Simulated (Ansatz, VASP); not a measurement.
# One calculation of BN, two programs

The input POSCAR:

```
BN
1.0
    0.0000000000      1.8048245542      1.8048245542
    1.8048245542      0.0000000000      1.8048245542
    1.8048245542      1.8048245542      0.0000000000
B N
1 1
Direct
    0.0000000000      0.0000000000      0.0000000000
    0.2500000000      0.2500000000      0.2500000000
```

Contents of INCAR.step1:

```
SYSTEM = BN
ALGO = Normal ; EDIFF = 1E-5
ENCUT = 1460 ; GGA = PE
GGA_COMPAT = .FALSE. ; ISMEAR = 0
LASPH = .TRUE. ; LCHARG = .FALSE.
LREAL = .FALSE. ; LWAVE = .TRUE.
NBANDS = 11 ; NELM = 120
PREC = Accurate ; SIGMA = 0.01
```

File INCAR.step2:

```
SYSTEM = BN
ALGO = Normal ; EDIFF = 1E-6
ENCUT = 1460 ; GGA_COMPAT = .FALSE.
ISIF = 2 ; ISMEAR = 0
ISTART = 1 ; LASPH = .TRUE.
LCHARG = .TRUE. ; LELF = .TRUE.
LMIXTAU = .TRUE. ; LREAL = .FALSE.
LVHAR = .TRUE. ; LWAVE = .FALSE.
METAGGA = R2SCAN ; NBANDS = 11
NELM = 120 ; PREC = Accurate
SIGMA = 0.01
```

The input KPOINTS:

```
k-points
0
G
  8 8 8
  0 0 0
```

Input for Ansatz:

```yaml
crystal:
  lattice:
    - [0.0, 1.8048245542, 1.8048245542]
    - [1.8048245542, 0.0, 1.8048245542]
    - [1.8048245542, 1.8048245542, 0.0]
  atoms:
    - { symbol: B, position: [0.0, 0.0, 0.0] }
    - { symbol: "N", position: [0.25, 0.25, 0.25] }
kpoints:
  mp_grid: { grid: [8, 8, 8] }
hamiltonian:
  xc: r2scan
scf:
  occupations: { method: fixed }
  n_extra_bands: 4
output:
  forces: true
  stress: true
  eigenvalues: true
  write_density: true
  write_potential: true
  elf: true
  volumetric_format: npy
```

Alike in both runs: task single point; functional r2SCAN; k mesh 8 × 8 × 8; no spin polarisation.

|  | VASP | Ansatz |
| --- | --- | --- |
| version | VASP 6.6.1 | Ansatz 0.2.0 |
| potentials or method | VASP PAW PBE potentials, release 64 (B_h, N_h) | plane waves, PAW |
| plane-wave cutoff (eV) | 1460 | 500 |
| occupations | gaussian, width 0.01 eV | fixed |
| valence electrons in the cell | 8 | 8 |

VASP gave:

```
gap on the k mesh at the Fermi level (eV) : 5.00
pressure (GPa)                            : -0.4
```

Task: Estimate Ansatz's values.

Result: gap on the k mesh at the Fermi level (eV): 5.00; pressure (GPa): 0.0.

VASP's potentials were made for PBE, not for r2SCAN.
